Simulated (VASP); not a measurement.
Input of a VASP 6.6.1 run:

File INCAR:

```
ALGO = Normal
EDIFF = 1E-7
ENCUT = 520
GGA = PE
ISIF = 2
ISMEAR = -1
ISYM = 0
LASPH = T
LCHARG = F
LREAL = Auto
LWAVE = F
NBANDS = 92
NELM = 100
PREC = Accurate
SIGMA = 0.05
```

KPOINTS

```
Automatic mesh
0
Gamma
  1 1 1
  0.25 0.25 0.25
```

The input POSCAR:

```
Ta2Co7Ni7
1.0
    5.6289370000      0.2476520000      0.1288210000
    0.2476520000      5.7582790000     -0.1194910000
    0.1288210000     -0.1194910000      5.9706240000
Co Ni Ta
7 7 2
Direct
    0.6448260632      0.3018789016      0.6585634389
    0.4090472824      0.4941163930      0.9950994372
    0.1083272714      0.7672306055      0.1737482255
    0.6203467249      0.7272521415      0.6960427252
    0.8713111197      0.0484208944      0.9190898123
    0.1461295025      0.7524232994      0.7830175311
    0.3752902107      0.5544893467      0.4114597111
    0.4620089454      0.0468489885      0.9181694540
    0.6371580033      0.8178206747      0.1843240973
    0.3712378225      0.9875195832      0.4882549085
    0.8504484904      0.5067002770      0.9745824721
    0.8930586288      0.5350538296      0.4426692104
    0.6715259602      0.2561218543      0.2494902728
    0.9259872006      0.9632987182      0.4985175637
    0.1556842284      0.3042289663      0.7126041140
    0.1375063084      0.2181609795      0.1964792245
```

Potentials or basis: VASP PAW PBE potentials, release 64 (Co, Ni, Ta_pv).

Run with:

```console
$ cat potpaw_PBE.64/Co/POTCAR potpaw_PBE.64/Ni/POTCAR potpaw_PBE.64/Ta_pv/POTCAR > POTCAR
$ mpirun -np 1 vasp_std > vasp.out
```

Task: What does it give for the pressure?

Result: -5.0 GPa.

Task: What does it give for the largest force?

Result: 1.333 eV/Å.

Forces in eV/Å, atoms in the order of the input:
```
Co  -0.364 -0.268  0.382
Co   0.492 -0.120  0.241
Co   0.477  0.075 -0.133
Co  -0.484 -0.214  0.603
Co   0.384  0.212 -0.398
Co   0.727  0.183 -1.102
Co  -0.364 -0.055  0.338
Ni  -1.059  0.205 -0.299
Ni   0.273 -0.287  0.811
Ni   0.265 -0.361 -0.282
Ni  -0.117 -0.079  0.028
Ni   0.652  0.465 -0.405
Ni  -0.613 -0.434  0.092
Ni  -0.607  0.445  0.238
Ta   0.121  0.336 -0.562
Ta   0.216 -0.104  0.448
```

Caveat: the k points lie up to 1.12 Å⁻¹ apart; spin-orbit coupling is left out, which moves the levels of the heavy elements. Spin polarisation is off, so any magnetic state and its effect on volume and gap are missing.
